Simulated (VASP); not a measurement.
A run of VASP 6.6.1 is set up as follows.

Contents of INCAR:

```
SYSTEM = AlN
ALGO     = Normal         ! electronic algorithm
EDIFF    = 1E-6           ! SCF threshold, eV
ENCUT    = 520            ! plane-wave cutoff, eV
GGA      = PE             ! functional
ISIF     = 2              ! what is computed and relaxed
ISMEAR   = 0              ! smearing method
LASPH    = .TRUE.         ! aspherical terms in the spheres
LCHARG   = .FALSE.        ! write CHGCAR
LREAL    = .FALSE.        ! projectors in reciprocal space
LWAVE    = .FALSE.        ! write WAVECAR
NBANDS   = 16             ! bands
NELM     = 100            ! most SCF steps
PREC     = Accurate       ! precision mode
SIGMA    = 0.05           ! smearing width, eV
```

The input KPOINTS:

```
k-points
0
G
  9 9 6
  0 0 0
```

POSCAR

```
AlN
1.0
    3.0347602529      0.0000000000      0.0000000000
   -1.5173801265      2.6281794734      0.0000000000
    0.0000000000      0.0000000000      4.9879671972
Al N
2 2
Direct
    0.3333333333      0.6666666667      0.7500000000
    0.6666666667      0.3333333333      0.2500000000
    0.3333333333      0.6666666667      0.2500000000
    0.6666666667      0.3333333333      0.7500000000
```

Potentials or basis: VASP PAW PBE potentials, release 64 (Al, N).

The run is started by

```bash
$ cat potpaw_PBE.64/Al/POTCAR potpaw_PBE.64/N/POTCAR > POTCAR
$ mpirun -np 1 vasp_std > vasp.out
```

Question: Estimate the band gap on the k mesh.

Answer: 3.15 eV, direct.

Question: Predict the pressure.

Answer: 29.1 GPa.

Stress tensor (GPa, compression positive):
```
46.24  0.00  0.00
 0.00 46.24  0.00
 0.00  0.00 -5.04
```
